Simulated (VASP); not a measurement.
Write the native input for VASP 6.6.1 that does the following.

| Property | Result |
| --- | --- |
| Task | single point |
| Functional | PBE |
| Potentials or basis | VASP PAW PBE potentials, release 64 (Zn, Sn_d, N) |
| Cutoff | 520 eV |
| k mesh | 6 × 6 × 4 |
| Occupations | gaussian, width 0.1 eV |
| Spin | no spin polarisation |
| Dipole correction | no |
| Further INCAR settings | ALGO = Normal; EDIFF = 1e-06; NBANDS = 22 |

The structure of ZnSnN lies in POSCAR:

```
ZnSnN
1.0
    3.8632114000      0.0000000000      0.0000000000
   -1.9316057000      3.3456392100      0.0000000000
    0.0000000000      0.0000000000      3.7401382000
Zn Sn N
1 1 1
Direct
    0.3333333300      0.6666666700      0.0000000000
    0.6666666700      0.3333333300      0.0000000000
    0.0000000000      0.0000000000      0.5000000000
```

The cell was built from a structure type or drawn by symmetry, and may not be a known phase.

These files were run (other wordings do the same):

INCAR

```
  PREC = Accurate
  ENCUT = 520
  EDIFF = 1E-6
  ISMEAR = 0
  SIGMA = 0.1
  LREAL = F
  LASPH = T
  NELM = 100
  ALGO = Normal
  ISIF = 2
  LWAVE = F
  LCHARG = F
  GGA = PE
  NBANDS = 22
```

KPOINTS

```
regular mesh
0
Gamma
  6 6 4
```

Potentials or basis: VASP PAW PBE potentials, release 64 (Zn, Sn_d, N).

Launch:

```bash
$ cat potpaw_PBE.64/Zn/POTCAR potpaw_PBE.64/Sn_d/POTCAR potpaw_PBE.64/N/POTCAR > POTCAR
$ mpirun -np 1 vasp_std > vasp.out
```

Results of the run:

```yaml
Pressure: 23.4 GPa
Band_gap_on_the_k_mesh: zero (an odd number of electrons rules out a gap without spin polarisation)
```

Caveat: the k points lie up to 0.42 Å⁻¹ apart, too coarse for converged energies and pressures of a metal; spin-orbit coupling is left out, which moves the levels of the heavy elements.

Wall time 24 s on 1 thread of Intel(R) Xeon(R) Platinum 8259CL CPU @ 2.50GHz (Skylake/Cascade Lake), with other jobs on the host, peak memory 0.17 GiB.
